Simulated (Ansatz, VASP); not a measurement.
**One calculation of H, two programs**

Contents of INCAR:

```
ALGO     = Normal         # electronic algorithm
EDIFF    = 1E-6           # SCF threshold, eV
EDIFFG   = -0.04          # ionic threshold
ENCUT    = 600            # plane-wave cutoff, eV
GGA      = PS             # functional
IBRION   = 2              # ionic algorithm
ISIF     = 3              # what is computed and relaxed
ISMEAR   = 0              # smearing method
LASPH    = T              # aspherical terms in the spheres
LCHARG   = F              # write CHGCAR
LREAL    = Auto         
LWAVE    = F              # write WAVECAR
NELM     = 80             # most SCF steps
NSW      = 90             # ionic steps
PREC     = Accurate       # precision mode
SIGMA    = 0.1            # smearing width, eV
```

KPOINTS

```
k-points
0
Gamma
  4 2 4
```

Contents of POSCAR:

```
H
1.0
    6.1830787500      0.0000000000      0.0000000000
    0.0000000000     11.7582829600      0.0000000000
    0.0000000000      0.0000000000      4.5688702500
H
16
Direct
    0.5469218500      0.7500000000      0.2940435600
    0.0469218500      0.7500000000      0.2059564400
    0.4530781500      0.2500000000      0.7059564400
    0.9530781500      0.2500000000      0.7940435600
    0.6030973900      0.7500000000      0.4373309800
    0.1030973900      0.7500000000      0.0626690200
    0.3969026100      0.2500000000      0.5626690200
    0.8969026100      0.2500000000      0.9373309800
    0.4500723700      0.9963542300      0.0439863400
    0.9500723700      0.5036457700      0.4560136600
    0.5499276300      0.4963542300      0.9560136600
    0.0499276300      0.0036457700      0.5439863400
    0.5499276300      0.0036457700      0.9560136600
    0.0499276300      0.4963542300      0.5439863400
    0.4500723700      0.5036457700      0.0439863400
    0.9500723700      0.9963542300      0.4560136600
```

Input for Ansatz:

```yaml
crystal:
  lattice:
    - [6.18307875, 0.0, 0.0]
    - [0.0, 11.75828296, 0.0]
    - [0.0, 0.0, 4.56887025]
  atoms:
    - { symbol: H, position: [0.54692185, 0.75, 0.29404356] }
    - { symbol: H, position: [0.04692185, 0.75, 0.20595644] }
    - { symbol: H, position: [0.45307815, 0.25, 0.70595644] }
    - { symbol: H, position: [0.95307815, 0.25, 0.79404356] }
    - { symbol: H, position: [0.60309739, 0.75, 0.43733098] }
    - { symbol: H, position: [0.10309739, 0.75, 0.06266902] }
    - { symbol: H, position: [0.39690261, 0.25, 0.56266902] }
    - { symbol: H, position: [0.89690261, 0.25, 0.93733098] }
    - { symbol: H, position: [0.45007237, 0.99635423, 0.04398634] }
    - { symbol: H, position: [0.95007237, 0.50364577, 0.45601366] }
    - { symbol: H, position: [0.54992763, 0.49635423, 0.95601366] }
    - { symbol: H, position: [0.04992763, 0.00364577, 0.54398634] }
    - { symbol: H, position: [0.54992763, 0.00364577, 0.95601366] }
    - { symbol: H, position: [0.04992763, 0.49635423, 0.54398634] }
    - { symbol: H, position: [0.45007237, 0.50364577, 0.04398634] }
    - { symbol: H, position: [0.95007237, 0.99635423, 0.45601366] }
basis:
  ecutwfc: 420
kpoints:
  mp_grid: { grid: [4, 2, 4] }
hamiltonian:
  xc: pbesol
scf:
  occupations: { method: gaussian, width: 0.1 }
  lower_state_search: "off"
output:
  forces: true
  stress: true
  eigenvalues: true
relax:
  adjacent_minimum: "off"
  f_tol: 0.04
  max_steps: 70
  cell: { stress_tol: 0.4 }
```

Alike in both runs: task relaxation of cell and atoms; functional PBEsol; k mesh 4 × 2 × 4; occupations gaussian, width 0.1 eV; no spin polarisation.

|  | VASP | Ansatz |
| --- | --- | --- |
| version | VASP 6.6.1 | Ansatz 0.2.0 |
| potentials or method | VASP PAW PBE potentials, release 64 (H), cutoff 600 eV | scalar-relativistic, plane waves, PAW |
| valence electrons in the cell | 16 | 16 |

Ansatz gave:

* gap on the k mesh at the Fermi level, each at its own relaxed structure (eV): 9.31
* relaxed volume (Å³/atom): 19.77
* relaxed length of the cell vector where the two differ most in proportion (Å): 6.046

Question: Which values does VASP return?

Answer: gap on the k mesh at the Fermi level, each at its own relaxed structure (eV): 9.06; relaxed volume (Å³/atom): 20.82; relaxed length of the cell vector where the two differ most in proportion (Å): 6.191.

VASP's potentials were made for PBE, not for PBEsol. One of these differences is far larger than is usual between the two programs; its cause wasn't traced.
